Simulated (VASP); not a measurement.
Write the native input for VASP 6.6.1 that does the following.

| Quantity | Value |
| --- | --- |
| Task | single point |
| Functional | PBE |
| Potentials or basis | VASP PAW PBE potentials, release 64 (W_sv, S) |
| Cutoff | 520 eV |
| k mesh | 7 × 7 × 7 |
| Occupations | gaussian, width 0.025 eV |
| Spin | no spin polarisation |
| Dipole correction | no |
| Further INCAR settings | ALGO = Normal; EDIFF = 1e-06; NBANDS = 20 |

The structure of WS2 lies in POSCAR:

```
WS2
1.0
    1.5790000000      0.9116360751      6.1633333333
   -1.5790000000      0.9116360751      6.1633333333
    0.0000000000     -1.8232721501      6.1633333333
W S
1 2
Direct
   -0.0129770000      0.0109140000      0.0083710000
    0.5857000000      0.5814600000      0.5725220000
    0.7475030000      0.7399750000      0.7708190000
```

One way to write it, as run:

INCAR

```
SYSTEM = WS2
PREC = Accurate
ENCUT = 520
EDIFF = 1E-6
ISMEAR = 0
SIGMA = 0.025
LREAL = .FALSE.
LASPH = .TRUE.
NELM = 100
ALGO = Normal
ISIF = 2
LWAVE = .FALSE.
LCHARG = .TRUE.
GGA = PE
LELF = .TRUE.
LVHAR = .TRUE.
NBANDS = 20
```

KPOINTS

```
Automatic mesh
0
G
  7 7 7
  0 0 0
```

Potentials or basis: VASP PAW PBE potentials, release 64 (W_sv, S).

Command:

```sh
$ cat potpaw_PBE.64/W_sv/POTCAR potpaw_PBE.64/S/POTCAR > POTCAR
$ mpirun -np 1 vasp_std > vasp.out
```

It gave:

```
Pressure               : 1.5 GPa
Largest force          : 1.683 eV/Å
Band gap on the k mesh : 1.04 eV (least direct gap 2.08 eV)
```

Caveat: spin-orbit coupling is left out, which moves the levels of the heavy elements; forces of over 1 eV/Å act on the atoms, so gaps and moduli don't describe the material at rest.

Wall time 5.5 min on 1 thread of AMD EPYC 9R45 96-Core Processor (Zen 5) (shared host), peak memory 0.39 GiB.
